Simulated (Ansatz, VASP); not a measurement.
**One calculation of Sr3CuH2, two programs**

File INCAR:

```
ALGO = Normal
EDIFF = 1E-7
EDIFFG = -0.04
ENCUT = 600
GGA = PE
IBRION = 2
ISIF = 3
ISMEAR = 0
LASPH = True
LCHARG = False
LREAL = False
LWAVE = False
NELM = 80
NSW = 90
PREC = Accurate
SIGMA = 0.1
```

KPOINTS

```
k-points
0
Gamma
  3 3 4
```

File POSCAR:

```
Sr3CuH2
1.0
    6.2939922000      0.0000000000      0.0000000000
   -3.1469961000      5.4507571400      0.0000000000
    0.0000000000      0.0000000000      4.0314926800
Sr Cu H
3 1 2
Direct
    0.5000000000      0.0000000000      0.0000000000
    0.0000000000      0.5000000000      0.0000000000
    0.5000000000      0.5000000000      0.0000000000
    0.0000000000      0.0000000000      0.0000000000
    0.3333333300      0.6666666700      0.5000000000
    0.6666666700      0.3333333300      0.5000000000
```

Input for Ansatz:

```yaml
crystal:
  lattice:
    - [6.2939922, 0.0, 0.0]
    - [-3.1469961, 5.45075714, 0.0]
    - [0.0, 0.0, 4.03149268]
  atoms:
    - { symbol: Sr, position: [0.5, 0.0, 0.0] }
    - { symbol: Sr, position: [0.0, 0.5, 0.0] }
    - { symbol: Sr, position: [0.5, 0.5, 0.0] }
    - { symbol: Cu, position: [0.0, 0.0, 0.0] }
    - { symbol: H, position: [0.33333333, 0.66666667, 0.5] }
    - { symbol: H, position: [0.66666667, 0.33333333, 0.5] }
basis:
  ecutwfc: 420
kpoints:
  mp_grid: { grid: [3, 3, 4] }
hamiltonian:
  xc: pbe
scf:
  occupations: { method: gaussian, width: 0.1 }
  lower_state_search: "off"
output:
  forces: true
  stress: true
  eigenvalues: true
relax:
  adjacent_minimum: "off"
  f_tol: 0.04
  max_steps: 70
  cell: { stress_tol: 0.4 }
```

Alike in both runs: task relaxation of cell and atoms; functional PBE; k mesh 3 × 3 × 4; occupations gaussian, width 0.1 eV; no spin polarisation.

```csv
,VASP,Ansatz
version,VASP 6.6.1,Ansatz 0.2.0
potentials or method,"VASP PAW PBE potentials, release 64 (Sr_sv, Cu, H), cutoff 600 eV","scalar-relativistic, plane waves, PAW"
valence electrons in the cell,43,51
```

VASP gave:

```
gap on the k mesh at the Fermi level, each at its own relaxed structure (eV) : none
relaxed volume (Å³/atom)                                                     : 25.36
relaxed length of the cell vector where the two differ most in proportion (Å)              : 7.002
```

Estimate Ansatz's values.

gap on the k mesh at the Fermi level, each at its own relaxed structure (eV): none; relaxed volume (Å³/atom): 24.91; relaxed length of the cell vector where the two differ most in proportion (Å): 6.956.

A gap of «none» marks a metal or a gap that the smearing closes. VASP's potentials hold 43 valence electrons a cell and Ansatz's 51, so a difference there can come from the potentials and not from the codes.

The k mesh is coarse, so the values compare programs but aren't converged.
